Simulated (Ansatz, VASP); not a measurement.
## Ir2Rh in VASP and in Ansatz

```
Ir Rh
1.0
     2.75912    0.00000    0.00000
    -1.37956    2.38947    0.00000
     0.00000    0.00000   13.12904
Ir Rh
4 2
Direct
  0.33333 0.66667 0.83344
  0.33333 0.66667 0.16656
  0.33333 0.66667 0.50000
  0.66667 0.33333 0.00000
  0.66667 0.33333 0.33396
  0.66667 0.33333 0.66604
```

Alike in both runs: functional PBE; k mesh 6 × 6 × 2; occupations gaussian, width 0.1 eV; no spin polarisation.

Ansatz relaxed the structure, and its values are those at the end. VASP's run is a single point on that final structure, the one shown.

|  | VASP | Ansatz |
| --- | --- | --- |
| version | VASP 6.6.1 | Ansatz 0.2.0 |
| potentials or method | VASP PAW PBE potentials, release 64 (Ir, Rh_pv), cutoff 520 eV | scalar-relativistic, plane waves, PAW |
| valence electrons in the cell | 66 | 102 |

VASP gave:

| Property | Result |
| --- | --- |
| gap on the k mesh at the Fermi level (eV) | none |
| pressure (GPa) | 0.3 |
| rms of the force components (eV/Å) | 0.005 |

Question: Which values does Ansatz return?

Answer: gap on the k mesh at the Fermi level (eV): none; pressure (GPa): -0.1; rms of the force components (eV/Å): 0.005.

A gap of «none» marks a metal or a gap that the smearing closes. VASP's potentials hold 66 valence electrons a cell and Ansatz's 102, so a difference there can come from the potentials and not from the codes.

The k mesh is coarse, so the values compare programs but aren't converged. Spin-orbit coupling is off throughout.
